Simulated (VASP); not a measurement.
Write the native input for VASP 6.6.1 that does the following.

```yaml
Task: single point
Functional: LDA
Potentials_or_basis: VASP PAW LDA potentials, release 64 (Si, O)
Cutoff: 520 eV
k_mesh: 1 × 1 × 1
Occupations: fermi-dirac, width 0.02 eV
Spin: collinear spin
Starting_moments: "[0.0, 0.0, 0.0, 0.0, 0.0, 0.0, 0.0, 0.0, 0.0, 0.0, 0.0, 0.0, 0.0, 0.0, 0.0, 0.0, 0.0, 0.0, 0.0, 0.0, 0.0, 0.0, 0.0, 0.0, 1.0] μB"
Dipole_correction: no
Further_INCAR_settings: LREAL = Auto; ALGO = Normal; EDIFF = 1e-07; NBANDS = 89
```

The structure of Si8O17 (a cell with a defect) lies in POSCAR:

```
Si8O17
1.0
   -4.9501000000     -4.9501000000      0.0000000000
    4.9501000000     -4.9501000000      0.0000000000
    0.0000000000      0.0000000000      6.8760000000
Si O
8 17
Direct
    0.2572170259      0.4423445991     -0.0372309482
    0.1048665684      0.1474515666      0.2236183828
    0.8447304095      0.4324357084      0.4762361838
    0.0138280035      0.7436718450      0.7304973822
    0.7785701299     -0.0638168926      0.0250145433
    0.4985555847      0.6483505384      0.2687754508
    0.2996000081     -0.0508777600      0.5173065736
    0.5373426799      0.2542978930      0.7325334497
    0.3530837761      0.5508575584      0.1369691681
    1.0360497768      0.3002464597      0.3906340896
    0.7252479748      0.2980242823      0.6286358348
    0.1237045716      0.6260176562      0.8884525887
    0.9379002444      0.6008767500      0.5785922048
    0.6828245894      0.5472717723      0.3196189645
    0.1629361023      0.2481667037      0.0040575916
    0.3724975253      0.4260519989      0.7571553229
    0.9987879033     -0.0662814893      0.1186736475
    0.4408294782      0.7585402315      0.4647033159
    0.1094220319      0.9367790550      0.6343513671
    0.5293327408      0.2089149714      0.9894851658
    0.4626674209      0.0676450981      0.6652705061
    0.2645401103      0.0959778590      0.3384962187
    0.5925334842      0.8296196036      0.1504217568
    0.7930041817      0.7955899881      0.8423356603
    0.7449344458      0.1806024121      0.0545666085
```

One way to write it, as run:

INCAR

```
ALGO = Normal
EDIFF = 1E-7
ENCUT = 520
GGA = CA
ISIF = 2
ISMEAR = -1
ISPIN = 2
LASPH = T
LCHARG = F
LORBIT = 11
LREAL = Auto
LWAVE = F
MAGMOM = 0 0 0 0 0 0 0 0 0 0 0 0 0 0 0 0 0 0 0 0 0 0 0 0 1
NBANDS = 89
NELM = 150
PREC = Accurate
SIGMA = 0.02
```

KPOINTS

```
k-points
0
Gamma
  1 1 1
```

Potentials or basis: VASP PAW LDA potentials, release 64 (Si, O).

Command:

```bash
$ cat potpaw_LDA.64/Si/POTCAR potpaw_LDA.64/O/POTCAR > POTCAR
$ mpirun -np 1 vasp_gam > vasp.out
```

Results of the run:

- Pressure: 2.2 GPa
- Largest force: 12.409 eV/Å
- Band gap on the k mesh: 3.30 eV
- Net moment: 0.00 μB per cell
- Valence electrons inside the program's atomic spheres: Si 1.73, 1.74, 1.59, 1.68, 1.58, 1.80, 1.61, 1.78; O 5.32, 5.12, 5.26, 5.23, 5.35, 5.22, 5.20, 5.17, 5.06, 5.16, 4.88, 5.38, 5.15, 5.13

Caveat: the k points lie up to 0.91 Å⁻¹ apart.

Run time: 2.6 min on 1 thread of AMD EPYC 7R13, with other jobs on the host, peak memory 0.28 GiB.
